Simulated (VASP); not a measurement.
# Al (Im-3m) in VASP: notebook

The runs below take Al through single point, with r2SCAN.

Everything below comes from runs of VASP 6.6.1. Logs are shortened: lines on timing, memory, paths and dates and some standing lists are left out, and cuts for length are marked.

### Step 1. The cell of the first run

Symmetry: Im-3m, No. 229, cubic system. Conventional cell: a = 3.182 Å, b = 3.182 Å, c = 3.182 Å, α = 90.00°, β = 90.00°, γ = 90.00°. Al (site symmetry m-3m) has 14 Al at 2.76 to 3.18 Å within 3.6 Å.

This isn't the form of Al at room conditions, which is fcc.

### Step 2. Single point, r2SCAN

File POSCAR:

```
Al
1.0
   -1.5912186900      1.5912186900      1.5912186900
    1.5912186900     -1.5912186900      1.5912186900
    1.5912186900      1.5912186900     -1.5912186900
Al
1
Direct
    0.0000000000      0.0000000000      0.0000000000
```

File INCAR.step1:

```
PREC = Accurate
ENCUT = 550
ISMEAR = 1
SIGMA = 0.25
LREAL = False
LASPH = True
NELM = 120
NBANDS = 8
GGA = PE
ALGO = Normal
EDIFF = 1E-5
LWAVE = True
LCHARG = False
GGA_COMPAT = False
```

File INCAR.step2:

```
PREC = Accurate
ENCUT = 550
EDIFF = 1E-6
ISMEAR = 1
SIGMA = 0.25
LREAL = False
LASPH = True
NELM = 120
ALGO = Normal
ISIF = 2
LWAVE = False
LCHARG = False
METAGGA = R2SCAN
LMIXTAU = True
NBANDS = 8
ISTART = 1
GGA_COMPAT = False
```

File KPOINTS:

```
regular mesh
0
Gamma
  15 15 15
```

Potentials or basis: VASP PAW PBE potentials, release 64 (Al).

Launch:

```console
> cat potpaw_PBE.64/Al/POTCAR > POTCAR
> cp INCAR.step1 INCAR
> mpirun -np 1 vasp_std > vasp.out
> cp INCAR.step2 INCAR
> mpirun -np 1 vasp_std > vasp.out
```

OUTCAR:

```text
PREC = Accurate
   ENCUT = 550
   EDIFF = 1E-6
   ISMEAR = 1
   LREAL = False
   LASPH = True
   NELM = 120
   ISIF = 2
   METAGGA = R2SCAN
   ISTART = 1

 ion  position               nearest neighbor table
   1  0.000  0.000  0.000-

  LATTYP: Found a body centered cubic cell.
 ALAT       =     3.1824373800

  Lattice vectors:

 A1 = (  -1.5912186900,   1.5912186900,   1.5912186900)
 A2 = (   1.5912186900,  -1.5912186900,   1.5912186900)
 A3 = (   1.5912186900,   1.5912186900,  -1.5912186900)

Analysis of symmetry for initial positions (statically):
=====================================================================
 Subroutine PRICEL returns:
 Original cell was already a primitive cell.

 Routine SETGRP: Setting up the symmetry group for a
 body centered cubic supercell.

 Subroutine GETGRP returns: Found 48 space group operations
 (whereof 48 operations were pure point group operations)
 out of a pool of 48 trial point group operations.

The static configuration has the point symmetry O_h .

Analysis of symmetry for dynamics (positions and initial velocities):
=====================================================================
 Subroutine PRICEL returns:
 Original cell was already a primitive cell.

 Routine SETGRP: Setting up the symmetry group for a
 body centered cubic supercell.

 Subroutine GETGRP returns: Found 48 space group operations
 (whereof 48 operations were pure point group operations)
 out of a pool of 48 trial point group operations.

The dynamic configuration has the point symmetry O_h .

 Subroutine INISYM returns: Found 48 space group operations
 (whereof 48 operations are pure point group operations),
 and found     1 'primitive' translations

----------------------------------------------------------------------------------------

                                     Primitive cell

  volume of cell :      16.1157

  direct lattice vectors                    reciprocal lattice vectors
    -1.591218690  1.591218690  1.591218690     0.000000000  0.314224565  0.314224565
     1.591218690 -1.591218690  1.591218690     0.314224565  0.000000000  0.314224565
     1.591218690  1.591218690 -1.591218690     0.314224565  0.314224565  0.000000000

  length of vectors
     2.756071617  2.756071617  2.756071617     0.444380641  0.444380641  0.444380641

  position of ions in fractional coordinates (direct lattice)
     0.000000000  0.000000000  0.000000000

  ion indices of the primitive-cell ions
   primitive index   ion index
                 1           1

----------------------------------------------------------------------------------------

 KPOINTS: regular mesh

Automatic generation of k-mesh.
 Grid dimensions read from file:
 generate k-points for:   15   15   15

 Generating k-lattice:

  Cartesian coordinates                     Fractional coordinates (reciprocal lattice)
     0.000000000  0.020948304  0.020948304     0.066666667  0.000000000  0.000000000
     0.020948304  0.000000000  0.020948304     0.000000000  0.066666667  0.000000000
     0.020948304  0.020948304  0.000000000     0.000000000  0.000000000  0.066666667

  Length of vectors
     0.029625376  0.029625376  0.029625376

  Shift w.r.t. Gamma in fractional coordinates (k-lattice)
     0.000000000  0.000000000  0.000000000

 Subroutine IBZKPT returns following result:
 ===========================================

 Found    120 irreducible k-points:

 Following reciprocal coordinates:
            Coordinates               Weight
  0.000000  0.000000  0.000000      1.000000
  0.066667  0.000000  0.000000     12.000000
  0.133333  0.000000  0.000000     12.000000
  0.200000  0.000000  0.000000     12.000000
  0.266667  0.000000  0.000000     12.000000
  0.333333  0.000000  0.000000     12.000000
[... 16 lines left out ...]
  0.333333  0.200000  0.000000     48.000000
  0.400000  0.200000  0.000000     24.000000
 [... further k-points ...]
   k-points           NKPTS =    120   k-points in BZ     NKDIM =    120   number of bands    NBANDS=      8
   number of dos      NEDOS =    301   number of ions     NIONS =      1
   total plane-waves  NPLWV =  13824
   dimension x,y,z NGX =    24 NGY =   24 NGZ =   24
   dimension x,y,z NGXF=    48 NGYF=   48 NGZF=   48
   ions per type =               1
   NGX,Y,Z   is equivalent  to a cutoff of  14.48, 14.48, 14.48 a.u.
   NGXF,Y,Z  is equivalent  to a cutoff of  28.95, 28.95, 28.95 a.u.
 SYSTEM =  unknown system
   PREC   = accura    normal or accurate (medium, high low for compatibility)
   ISTART =      1    job   : 0-new  1-cont  2-samecut
   ICHARG =      0    charge: 1-file 2-atom 10-const
   ISPIN  =      1    spin polarized calculation?
   LNONCOLLINEAR =      F non collinear calculations
   LSORBIT =      F    spin-orbit coupling
   LASPH  =      T    aspherical Exc in radial PAW
   ENCUT  =  550.0 eV  40.42 Ry    6.36 a.u.   5.27  5.27  5.27*2*pi/ulx,y,z
   NELM   =    120;   NELMIN=  2; NELMDL=  0     # of ELM steps
   EDIFF  = 0.1E-05   stopping-criterion for ELM
   LREAL  =      F    real-space projection
   EDIFFG = 0.1E-04   stopping-criterion for IOM
   NSW    =      0    number of steps for IOM
   IBRION =     -1    ionic relax: 0-MD 1-quasi-New 2-CG
   NFREE  =      0    steps in history (QN), initial steepest desc. (CG)
   ISIF   =      2    stress and relaxation
   ISYM   =      2    0-nonsym 1-usesym 2-fastsym
   POTIM  = 0.5000    time-step for ionic-motion
   TEBEG  =    0.0;   TEEND  =   0.0 temperature during run
   PSTRESS=    0.0 pullay stress
   NELECT =       3.0000    total number of electrons
   NUPDOWN=      -1.0000    fix difference up-down
   EMIN   =  10.00;   EMAX   =-10.00  energy-range for DOS
   EFERMI =   0.00;   METHOD = LEGACY
   ISMEAR =     1;   SIGMA  =   0.25  broadening in eV -4-tet -1-fermi 0-gaus
   EFERMI_NEDOS =   21; number of points for ismear=-14 and -15
   IALGO  =     38    algorithm
   IMIX   =      4    mixing-type and parameters
     AMIX     =   0.40;   BMIX     =  1.00
     AMIX_MAG =   1.60;   BMIX_MAG =  1.00
  volume/ion in A,a.u.               =      16.12       108.75
  Fermi-wavevector in a.u.,A,eV,Ry     =   0.934757  1.766435 11.888371  0.873771
  Thomas-Fermi vector in A             =   2.061595
   LORBIT       =      0    0 simple, 1 ext, 2 COOP (PROOUT), +10 PAW based schemes
   METAGGA = R2SCAN    functional components
   LHFCALC =     F    Hartree Fock is set to
   AEXX    =    0.0000 exact exchange contribution
   IVDW    =     0    specifies the selected vdW correction
   LEPSILON=     F    determine dielectric tensor
   LRPA    =     F    only Hartree local field effects (RPA)
 non-spin polarized calculation
 Methfessel and Paxton  Order N= 1 SIGMA  =   0.25
  energy-cutoff  :      550.00
  volume of cell :       16.12
 maximum number of plane-waves:       482
 NGX is ok and might be reduce to    24
   NGX = 11   NGY = 11   NGZ = 11

 number of electron       3.0000000 magnetization

 Free energy of the ion-electron system (eV)
  ---------------------------------------------------
  ext. energy  EPLUGINS =         0.00000000
  ---------------------------------------------------
  free energy    TOTEN  =        -6.62577379 eV

  energy without entropy =       -6.62607234  energy(sigma->0) =       -6.62587331

 E-fermi :   8.2891     XC(G=0): -11.0094

 val. band max:        8.2659232214   @ k =  -0.4000  -0.4000   0.1333
 cond. band min:       8.4079133669   @ k =   0.3333   0.0667  -0.0000
 fundamental gap:      0.1419901455
 Fermi energy:         8.2890648213

 k-point     1 :       0.0000    0.0000    0.0000
  band No.  band energies     occupation
      1      -3.7479      2.00000
      2      22.4622      0.00000
      3      22.4622      0.00000
      4      22.4622      0.00000
      5      24.5659      0.00000
      6      24.5659      0.00000
      7      24.5659      0.00000
      8      25.7308      0.00000

 k-point     2 :       0.0667    0.0000    0.0000
  band No.  band energies     occupation
      1      -3.6098      2.00000
      2      20.9055      0.00000
      3      21.6603      0.00000
      4      21.8952      0.00000
      5      23.8294      0.00000
      6      24.6841      0.00000
      7      25.0558      0.00000
      8      25.5941      0.00000

 k-point     3 :       0.1333    0.0000    0.0000
  band No.  band energies     occupation
      1      -3.1960      2.00000
      2      18.0475      0.00000
      3      20.4810      0.00000
      4      20.7554      0.00000
      5      22.6119      0.00000
      6      23.6986      0.00000
      7      25.7764      0.00000
      8      26.2590      0.00000

 k-point     4 :       0.2000    0.0000    0.0000
  band No.  band energies     occupation
      1      -2.5091      2.00000
      2      15.0705      0.00000
      3      19.4377      0.00000
      4      19.5961      0.00000
      5      21.4803      0.00000
      6      22.8388      0.00000
      7      26.6414      0.00000
      8      26.7921      0.00000

 k-point     5 :       0.2667    0.0000    0.0000
  band No.  band energies     occupation
      1      -1.5531      2.00000
      2      12.2205     -0.00000
      3      18.5918      0.00000
      4      18.6015      0.00000
      5      20.5443      0.00000
      6      22.0746      0.00000
      7      27.5192      0.00000
      8      27.6988      0.00000
[... 177 lines left out ...]
 k-point    22 :       0.2667    0.2000   -0.0000
  band No.  band energies     occupation
      1       1.2739      2.00000
      2       9.0956     -0.00005
      3      11.2241     -0.00000
      4      16.8655      0.00000
      5      22.7246      0.00000
      6      24.5051      0.00000
      7      28.1983      0.00000
      8      30.4278      0.00000

 k-point    23 :       0.3333    0.2000    0.0000
  band No.  band energies     occupation
      1       2.8525      2.00000
      2       6.8445      2.00000
      3      10.7998     -0.00000
      4      16.5152      0.00000
      5      22.4243      0.00000
      6      25.6330      0.00000
      7      27.7528      0.00000
      8      30.3573      0.00000

 k-point    24 :       0.4000    0.2000    0.0000
  band No.  band energies     occupation
      1       4.3414      2.00000
      2       5.1249      2.00000
      3      10.6639     -0.00000
      4      16.3975      0.00000
      5      22.3171      0.00000
      6      26.3726      0.00000
      7      27.3860      0.00000
      8      29.9226      0.00000

 [... further k-points ...]
[... 5 lines left out ...]
  --------------------------------------------------------------------------------------
  -------------------------------------------------------------------------------------
  Total        0.0094465      0.0094465      0.0094465     -0.0000000     -0.0000000     -0.0000000
  in kB        0.9391451      0.9391451      0.9391451     -0.0000000     -0.0000000     -0.0000000
  external PRESSURE =       0.9391451 kB  Pullay stress =       0.0000000 kB

 VOLUME and BASIS-vectors are now :
 -----------------------------------------------------------------------------
  energy-cutoff  :      550.00
  volume of cell :       16.12
      direct lattice vectors                 reciprocal lattice vectors
    -1.591218690  1.591218690  1.591218690     0.000000000  0.314224565  0.314224565
     1.591218690 -1.591218690  1.591218690     0.314224565  0.000000000  0.314224565
     1.591218690  1.591218690 -1.591218690     0.314224565  0.314224565  0.000000000

 POSITION                                       TOTAL-FORCE (eV/Angst)
 -----------------------------------------------------------------------------------
      0.00000      0.00000      0.00000         0.000000      0.000000      0.000000
 -----------------------------------------------------------------------------------
    total drift:                                0.000000      0.000000      0.000000

  FREE ENERGIE OF THE ION-ELECTRON SYSTEM (eV)
  ---------------------------------------------------
  free  energy   TOTEN  =        -6.6257737914 eV

  energy  without entropy=       -6.6260723364  energy(sigma->0) =       -6.62587331
```

Run time: 37 s. Hardware: 1 thread of Intel Xeon Platinum 8259CL at 2.50GHz (Skylake/Cascade Lake), shared host; peak memory 0.14 GiB.

Results:

```yaml
Free_energy: -6.6258 eV
Pressure: 0.1 GPa
Band_gap_on_the_k_mesh: zero (an odd number of electrons rules out a gap without spin polarisation)
```

Caveat: the PAW data sets were made with another functional, which shifts forces and pressure a little.

[end of part 1 of 2]
